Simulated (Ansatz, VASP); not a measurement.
Two plane-wave programs on Si4O

INCAR

```
  ALGO = Normal
  EDIFF = 1E-6
  ENCUT = 520
  GGA = PE
  ISIF = 2
  ISMEAR = 0
  ISPIN = 2
  LASPH = True
  LCHARG = False
  LORBIT = 11
  LREAL = False
  LWAVE = False
  MAGMOM = 0 0 0 0 1
  NBANDS = 23
  NELM = 150
  PREC = Accurate
  SIGMA = 0.1
```

KPOINTS

```
k-points
0
Gamma
  6 6 2
```

Contents of POSCAR:

```
Si4O
1.0
    2.8214044900      0.0000000000      0.0000000000
   -1.4107022500      2.4434079700      0.0000000000
    0.0000000000      0.0000000000      9.0721736200
Si O
4 1
Direct
    0.3333333300      0.6666666700      0.8658552800
    0.3333333300      0.6666666700      0.3767953500
    0.6666666700      0.3333333300      0.1341447200
    0.6666666700      0.3333333300      0.6232046500
    0.0000000000      0.0000000000      0.0000000000
```

Input for Ansatz:

```yaml
crystal:
  lattice:
    - [2.82140449, 0.0, 0.0]
    - [-1.41070225, 2.44340797, 0.0]
    - [0.0, 0.0, 9.07217362]
  atoms:
    - { symbol: Si, position: [0.33333333, 0.66666667, 0.86585528] }
    - { symbol: Si, position: [0.33333333, 0.66666667, 0.37679535] }
    - { symbol: Si, position: [0.66666667, 0.33333333, 0.13414472] }
    - { symbol: Si, position: [0.66666667, 0.33333333, 0.62320465] }
    - { symbol: O, position: [0.0, 0.0, 0.0], spin: 1.0 }
basis:
  ecutwfc: 420
kpoints:
  mp_grid: { grid: [6, 6, 2] }
hamiltonian:
  xc: pbe
scf:
  occupations: { method: gaussian, width: 0.1 }
  lower_state_search: "off"
output:
  forces: true
  stress: true
  eigenvalues: true
  populations: true
magnetization:
  spin_polarized: true
```

Change from the starting cell: species swapped into the Co4H type (P-3m1, No. 164).

Alike in both runs: task single point; functional PBE; k mesh 6 × 6 × 2; occupations gaussian, width 0.1 eV; collinear spin.

```csv
,VASP,Ansatz
version,VASP 6.6.1,Ansatz 0.2.0
potentials or method,"VASP PAW PBE potentials, release 64 (Si, O), cutoff 520 eV","scalar-relativistic, plane waves, PAW"
valence electrons in the cell,22,22
```

Ansatz gave:

```
gap on the k mesh at the Fermi level (eV)                     : none
pressure (GPa)                                                : 18.5
traceless stress, the component that is largest in VASP (GPa) : 6.55
rms of the force components (eV/Å)                            : 1.928
net moment per atom (μB)                                      : 0.00
```

Question: Estimate VASP's values.

Answer: gap on the k mesh at the Fermi level (eV): none; pressure (GPa): 18.5; traceless stress, the component that is largest in VASP (GPa): 6.53; rms of the force components (eV/Å): 1.931; net moment per atom (μB): 0.00.

Atom by atom the forces differ by 0.004 eV/Å (rms over components). A gap of «none» marks a metal or a gap that the smearing closes. Ansatz's warnings: seeded moment not kept.

The k mesh is coarse, so the values compare programs but aren't converged.
